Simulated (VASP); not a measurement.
# Mn (Im-3m) in VASP: further runs

Runs on Mn. Level: PBE. Tasks: single point.

Program: VASP 6.6.1. These are calculated values, not measurements. Logs are shortened: lines on timing, memory, paths and dates and some standing lists are left out, and cuts for length are marked.

### 1 The cell of the first run

The structure is cubic, space group Im-3m (No. 229). The conventional cell has a = 2.765 Å, b = 2.765 Å, c = 2.765 Å, α = 90.00°, β = 90.00°, γ = 90.00°. Within 3.2 Å of Mn (site symmetry m-3m) lie 14 Mn at 2.39 to 2.77 Å.

### 2 Single point, PBE

INCAR

```
  PREC = Accurate
  ENCUT = 520
  EDIFF = 1E-7
  ISMEAR = -1
  SIGMA = 0.06122561905347299
  LREAL = F
  LASPH = T
  NELM = 100
  ALGO = Normal
  ISIF = 2
  LWAVE = F
  LCHARG = F
  GGA = PE
  NBANDS = 12
```

KPOINTS

```
regular mesh
0
Gamma
  28 28 28
```

POSCAR

```
Mn
1.0
   -1.3825610859      1.3825610859      1.3825610859
    1.3825610859     -1.3825610859      1.3825610859
    1.3825610859      1.3825610859     -1.3825610859
Mn
1
Direct
    0.0000000000      0.0000000000      0.0000000000
```

Potentials or basis: VASP PAW PBE potentials, release 64 (Mn_pv).

Run with:

```console
> cat potpaw_PBE.64/Mn_pv/POTCAR > POTCAR
> mpirun -np 1 vasp_std > vasp.out
```

OUTCAR:

```text
PREC = Accurate
   ENCUT = 520
   EDIFF = 1E-7
   ISMEAR = -1
   LREAL = F
   LASPH = T
   NELM = 100
   ISIF = 2
   GGA = PE

 ion  position               nearest neighbor table
   1  0.000  0.000  0.000-

  LATTYP: Found a body centered cubic cell.
 ALAT       =     2.7651221718

  Lattice vectors:

 A1 = (  -1.3825610859,   1.3825610859,   1.3825610859)
 A2 = (   1.3825610859,  -1.3825610859,   1.3825610859)
 A3 = (   1.3825610859,   1.3825610859,  -1.3825610859)

Analysis of symmetry for initial positions (statically):
=====================================================================
 Subroutine PRICEL returns:
 Original cell was already a primitive cell.

 Routine SETGRP: Setting up the symmetry group for a
 body centered cubic supercell.

 Subroutine GETGRP returns: Found 48 space group operations
 (whereof 48 operations were pure point group operations)
 out of a pool of 48 trial point group operations.

The static configuration has the point symmetry O_h .

Analysis of symmetry for dynamics (positions and initial velocities):
=====================================================================
 Subroutine PRICEL returns:
 Original cell was already a primitive cell.

 Routine SETGRP: Setting up the symmetry group for a
 body centered cubic supercell.

 Subroutine GETGRP returns: Found 48 space group operations
 (whereof 48 operations were pure point group operations)
 out of a pool of 48 trial point group operations.

The dynamic configuration has the point symmetry O_h .

 Subroutine INISYM returns: Found 48 space group operations
 (whereof 48 operations are pure point group operations),
 and found     1 'primitive' translations

----------------------------------------------------------------------------------------

                                     Primitive cell

  volume of cell :      10.5709

  direct lattice vectors                    reciprocal lattice vectors
    -1.382561086  1.382561086  1.382561086     0.000000000  0.361647673  0.361647673
     1.382561086 -1.382561086  1.382561086     0.361647673  0.000000000  0.361647673
     1.382561086  1.382561086 -1.382561086     0.361647673  0.361647673  0.000000000

  length of vectors
     2.394666045  2.394666045  2.394666045     0.511447044  0.511447044  0.511447044

  position of ions in fractional coordinates (direct lattice)
     0.000000000  0.000000000  0.000000000

  ion indices of the primitive-cell ions
   primitive index   ion index
                 1           1
[... 79 lines left out ...]
   ISYM   =      2    0-nonsym 1-usesym 2-fastsym
   POTIM  = 0.5000    time-step for ionic-motion
   TEBEG  =    0.0;   TEEND  =   0.0 temperature during run
   PSTRESS=    0.0 pullay stress
   NELECT =      13.0000    total number of electrons
   NUPDOWN=      -1.0000    fix difference up-down
   EMIN   =  10.00;   EMAX   =-10.00  energy-range for DOS
   EFERMI =   0.00;   METHOD = LEGACY
   ISMEAR =    -1;   SIGMA  =   0.06  broadening in eV -4-tet -1-fermi 0-gaus
   EFERMI_NEDOS =   21; number of points for ismear=-14 and -15
   IALGO  =     38    algorithm
   IMIX   =      4    mixing-type and parameters
     AMIX     =   0.40;   BMIX     =  1.00
     AMIX_MAG =   1.60;   BMIX_MAG =  1.00
  volume/ion in A,a.u.               =      10.57        71.34
  Fermi-wavevector in a.u.,A,eV,Ry     =   1.753954  3.314493 41.856363  3.076356
  Thomas-Fermi vector in A             =   2.823989
   LORBIT       =      0    0 simple, 1 ext, 2 COOP (PROOUT), +10 PAW based schemes
   GGA     = PE    functional components
   LHFCALC =     F    Hartree Fock is set to
   AEXX    =    0.0000 exact exchange contribution
   IVDW    =     0    specifies the selected vdW correction
   LEPSILON=     F    determine dielectric tensor
   LRPA    =     F    only Hartree local field effects (RPA)
 non-spin polarized calculation
  energy-cutoff  :      520.00
  volume of cell :       10.57
 maximum number of plane-waves:       321
 NGX is ok and might be reduce to    18
   NGX =  9   NGY =  9   NGZ =  9

 number of electron      12.9999983 magnetization

 Free energy of the ion-electron system (eV)
  ---------------------------------------------------
  ext. energy  EPLUGINS =         0.00000000
  ---------------------------------------------------
  free energy    TOTEN  =        -8.84706416 eV

  energy without entropy =       -8.82019095  energy(sigma->0) =       -8.83362756

 E-fermi :  11.0912     XC(G=0): -14.1246

 val. band max:       11.0904972877   @ k =   0.2500   0.0714   0.0000
 cond. band min:      11.0920083208   @ k =  -0.2857   0.5000   0.0714
 fundamental gap:      0.0015110330
 Fermi energy:        11.0912179763

 k-point     1 :       0.0000    0.0000    0.0000
  band No.  band energies     occupation
      1     -36.9201      2.00000
      2     -36.9201      2.00000
      3     -36.9201      2.00000
      4       2.3530      2.00000
      5       9.4497      2.00000
      6       9.4497      2.00000
      7       9.4497      2.00000
      8      11.4290      0.00800
      9      11.4291      0.00800
     10      34.9492      0.00000
     11      34.9492      0.00000
     12      34.9492      0.00000
[... 331 lines left out ...]
 k-point    24 :       0.3214    0.0357   -0.0000
  band No.  band energies     occupation
      1     -37.5409      2.00000
      2     -37.1190      2.00000
      3     -36.9272      2.00000
      4       5.8161      2.00000
      5       8.2853      2.00000
      6       9.5906      2.00000
      7      11.2648      0.11098
      8      11.6580      0.00019
      9      12.1283      0.00000
     10      24.6003      0.00000
     11      30.4212      0.00000
     12      34.7399      0.00000

 [... further k-points ...]

------------------------ aborting loop because EDIFF is reached ----------------------------------------

  FORCE on cell =-STRESS in cart. coord.  units (eV):
  Direction    XX          YY          ZZ          XY          YZ          ZX
  --------------------------------------------------------------------------------------
  -------------------------------------------------------------------------------------
  Total        0.3725185      0.3725185      0.3725185      0.0000000     -0.0000000      0.0000000
  in kB       56.4605953     56.4605953     56.4605953      0.0000000     -0.0000000      0.0000000
  external PRESSURE =      56.4605953 kB  Pullay stress =       0.0000000 kB

 VOLUME and BASIS-vectors are now :
 -----------------------------------------------------------------------------
  energy-cutoff  :      520.00
  volume of cell :       10.57
      direct lattice vectors                 reciprocal lattice vectors
    -1.382561086  1.382561086  1.382561086     0.000000000  0.361647673  0.361647673
     1.382561086 -1.382561086  1.382561086     0.361647673  0.000000000  0.361647673
     1.382561086  1.382561086 -1.382561086     0.361647673  0.361647673  0.000000000

 POSITION                                       TOTAL-FORCE (eV/Angst)
 -----------------------------------------------------------------------------------
      0.00000      0.00000      0.00000         0.000000      0.000000      0.000000
 -----------------------------------------------------------------------------------
    total drift:                                0.000000      0.000000      0.000000

  FREE ENERGIE OF THE ION-ELECTRON SYSTEM (eV)
  ---------------------------------------------------
  free  energy   TOTEN  =        -8.8470641582 eV

  energy  without entropy=       -8.8201909540  energy(sigma->0) =       -8.83362756
```

OSZICAR:

```text
N       E                     dE             d eps       ncg     rms          rms(c)
DAV:   1     0.782312969008E+02    0.78231E+02   -0.77955E+03 15232   0.140E+03
DAV:   2    -0.914411183636E+01   -0.87375E+02   -0.84004E+02 15364   0.316E+02
DAV:   3    -0.104924883856E+02   -0.13484E+01   -0.13434E+01 16228   0.460E+01
DAV:   4    -0.105003879701E+02   -0.78996E-02   -0.78992E-02 16396   0.341E+00
DAV:   5    -0.105004857789E+02   -0.97809E-04   -0.97809E-04 16192   0.377E-01    0.137E+01
DAV:   6    -0.889651351695E+01    0.16040E+01   -0.43275E+00 15300   0.418E+01    0.167E+00
DAV:   7    -0.885830913838E+01    0.38204E-01   -0.12982E-01 15684   0.662E+00    0.898E-01
DAV:   8    -0.884734307384E+01    0.10966E-01   -0.37334E-03 16868   0.103E+00    0.193E-01
DAV:   9    -0.884707498512E+01    0.26809E-03   -0.11057E-03 15400   0.612E-01    0.298E-02
DAV:  10    -0.884706868068E+01    0.63044E-05   -0.11216E-05 16228   0.448E-02    0.783E-03
DAV:  11    -0.884706362838E+01    0.50523E-05   -0.22179E-07 15908   0.676E-03    0.712E-04
DAV:  12    -0.884706407782E+01   -0.44944E-06   -0.21787E-08  8284   0.214E-03    0.251E-04
DAV:  13    -0.884706415823E+01   -0.80408E-07   -0.12510E-09  7632   0.438E-04
   1 F= -.88470642E+01 E0= -.88336276E+01  d E =-.268732E-01
```

stdout:

```text
POSCAR found type information on POSCAR Mn
 POSCAR found :  1 types and       1 ions
 scaLAPACK will be used
 LDA part: xc-table for (Slater+PW92), standard interpolation
 POSCAR, INCAR and KPOINTS ok, starting setup
 FFT: planning ... GRIDC
 FFT: planning ... GRID_SOFT
 FFT: planning ... GRID
 WAVECAR not read
 entering main loop
```

Run time: 28 s. Hardware: 1 thread of Intel Xeon 6975P-C (Granite Rapids), shared host; peak memory 0.19 GiB.

Results:

```yaml
Free_energy: -8.8471 eV
Pressure: 5.6 GPa
```

Levels at points of the mesh, in eV from the Fermi level:
| k point | band 4 | band 5 | band 6 | band 7 | band 8 | band 9 |
| --- | --- | --- | --- | --- | --- | --- |
| (0.00, 0.00, 0.00) | -8.74 | -1.64 | -1.64 | -1.64 | 0.34 | 0.34 |
| (0.50, 0.00, 0.00) | -5.07 | -3.13 | 0.33 | 0.65 | 0.67 | 1.96 |
| (0.50, 0.50, 0.50) | -4.93 | -4.93 | 1.59 | 1.59 | 1.59 | 10.74 |

Caveat: the run has no spin polarisation, though such a crystal can be magnetic. Spin polarisation is off, so any magnetic state and its effect on volume and gap are missing.

### 3 Single point, PBE

This run uses another cell than the first one, of 10.79 Å³/atom, 1.020 times its volume.

INCAR

```
PREC = Accurate
ENCUT = 520
EDIFF = 1E-7
ISMEAR = -1
SIGMA = 0.06122561905347299
LREAL = False
LASPH = True
NELM = 100
ALGO = Normal
ISIF = 2
LWAVE = False
LCHARG = False
GGA = PE
NBANDS = 12
```

KPOINTS is that of step 2.

POSCAR

```
Mn
1.0
   -1.3919029982      1.3919029982      1.3919029982
    1.3919029982     -1.3919029982      1.3919029982
    1.3919029982      1.3919029982     -1.3919029982
Mn
1
Direct
    0.0000000000      0.0000000000      0.0000000000
```

Potentials or basis: VASP PAW PBE potentials, release 64 (Mn_pv).

Run with:

```console
> cat potpaw_PBE.64/Mn_pv/POTCAR > POTCAR
> mpirun -np 1 vasp_std > vasp.out
```

Run time: 26 s. Hardware: 1 thread of Intel Xeon 6975P-C (Granite Rapids), shared host; peak memory 0.18 GiB.

Results (log left out):

```
Free energy : -8.8508 eV
Pressure    : -0.2 GPa
```

Levels at points of the mesh, in eV from the Fermi level:
```csv
k point,band 3,band 4,band 5,band 6,band 7,band 8,band 9,band 10
"(0.00, 0.00, 0.00)",-48.02,-8.64,-1.60,-1.60,-1.60,0.33,0.33,23.69
"(0.50, 0.00, 0.00)",-48.02,-4.95,-3.04,0.32,0.63,0.64,1.91,9.24
"(0.50, 0.50, 0.50)",-48.54,-4.79,-4.79,1.55,1.55,1.55,10.57,10.57
```

Caveat: the run has no spin polarisation, though such a crystal can be magnetic.

### 4 Single point, PBE

This run uses another cell than the first one, of 11.00 Å³/atom, 1.041 times its volume.

INCAR

```
SYSTEM = Mn
ALGO = Normal ; EDIFF = 1E-6
ENCUT = 520 ; GGA = PE
ISIF = 2 ; ISMEAR = -1
LASPH = .TRUE. ; LCHARG = .FALSE.
LREAL = .FALSE. ; LWAVE = .FALSE.
NBANDS = 12 ; NELM = 100
PREC = Accurate ; SIGMA = 0.06122561905347299
```

KPOINTS

```
k-points
0
G
  28 28 28
  0 0 0
```

POSCAR

```
Mn
1.0
   -1.4011211675      1.4011211675      1.4011211675
    1.4011211675     -1.4011211675      1.4011211675
    1.4011211675      1.4011211675     -1.4011211675
Mn
1
Direct
    0.0000000000      0.0000000000      0.0000000000
```

Run with:

```console
> cat potpaw_PBE.64/Mn_pv/POTCAR > POTCAR
> mpirun -np 1 vasp_std > vasp.out
```

It took 23 s on 1 thread of Intel Xeon 6975P-C (Granite Rapids), shared host; peak memory 0.19 GiB.

The run converged. Its results:

* Free energy: -8.8470 eV
* Pressure: -5.5 GPa

Levels at points of the mesh, in eV from the Fermi level:
| k point | band 4 | band 5 | band 6 | band 7 | band 8 | band 9 |
| --- | --- | --- | --- | --- | --- | --- |
| (0.00, 0.00, 0.00) | -8.54 | -1.55 | -1.55 | -1.55 | 0.32 | 0.32 |
| (0.50, 0.00, 0.00) | -4.84 | -2.96 | 0.31 | 0.61 | 0.62 | 1.85 |
| (0.50, 0.50, 0.50) | -4.65 | -4.65 | 1.50 | 1.50 | 1.50 | 10.41 |

Caveat: the run has no spin polarisation, though such a crystal can be magnetic. Spin polarisation is off, so any magnetic state and its effect on volume and gap are missing.

### 5 Single point, PBE

This run uses another cell than the first one, of 11.00 Å³/atom, 1.041 times its volume.

INCAR

```
PREC     = Accurate       # precision mode
ENCUT    = 520            # plane-wave cutoff, eV
EDIFF    = 1E-6           # SCF threshold, eV
ISMEAR   = -1             # smearing method
SIGMA    = 0.06122561905347299 # smearing width, eV
LREAL    = F              # projectors in reciprocal space
LASPH    = T              # aspherical terms in the spheres
NELM     = 80             # most SCF steps
ALGO     = Normal         # electronic algorithm
ISIF     = 2              # what is computed and relaxed
LWAVE    = F              # write WAVECAR
LCHARG   = F              # write CHGCAR
GGA      = PE             # functional
NBANDS   = 12             # bands
```

KPOINTS

```
regular mesh
0
Gamma
  28 28 28
```

POSCAR is that of step 4.

Run with:

```console
> cat potpaw_PBE.64/Mn_pv/POTCAR > POTCAR
> mpirun -np 1 vasp_std > vasp.out
```

Wall time 23 s (1 thread of Intel Xeon 6975P-C (Granite Rapids), shared host); peak memory 0.18 GiB.

The run converged. Its results:

```yaml
Free_energy: -8.8470 eV
Pressure: -5.5 GPa
```

Levels at points of the mesh, in eV from the Fermi level:
| k point | band 3 | band 4 | band 5 | band 6 | band 7 | band 8 | band 9 | band 10 |
| --- | --- | --- | --- | --- | --- | --- | --- | --- |
| (0.00, 0.00, 0.00) | -48.02 | -8.54 | -1.55 | -1.55 | -1.55 | 0.32 | 0.32 | 23.53 |
| (0.50, 0.00, 0.00) | -48.02 | -4.84 | -2.96 | 0.31 | 0.61 | 0.62 | 1.85 | 9.03 |
| (0.50, 0.50, 0.50) | -48.51 | -4.65 | -4.65 | 1.50 | 1.50 | 1.50 | 10.41 | 10.41 |

Caveat: the run has no spin polarisation, though such a crystal can be magnetic.

### 6 Summary

| cell | gap on the mesh (eV) | pressure (GPa) |
| --- | --- | --- |
| a = 2.395 Å, angles 109.5°, 1 atom | none | 5.6 |
| a = 2.411 Å, angles 109.5°, 1 atom | none | -0.2 |
| a = 2.427 Å, angles 109.5°, 1 atom | none | -5.5 |

Alike in all rows: task single point; level PBE; potentials or basis VASP PAW PBE potentials, release 64 (Mn_pv); no spin polarisation; k mesh 28 × 28 × 28; cutoff (eV) 520; smearing fermi-dirac 0.0612256 eV.

Caveats: the run has no spin polarisation, though such a crystal can be magnetic.

Absolute energies hang on the potentials; compare differences alone.
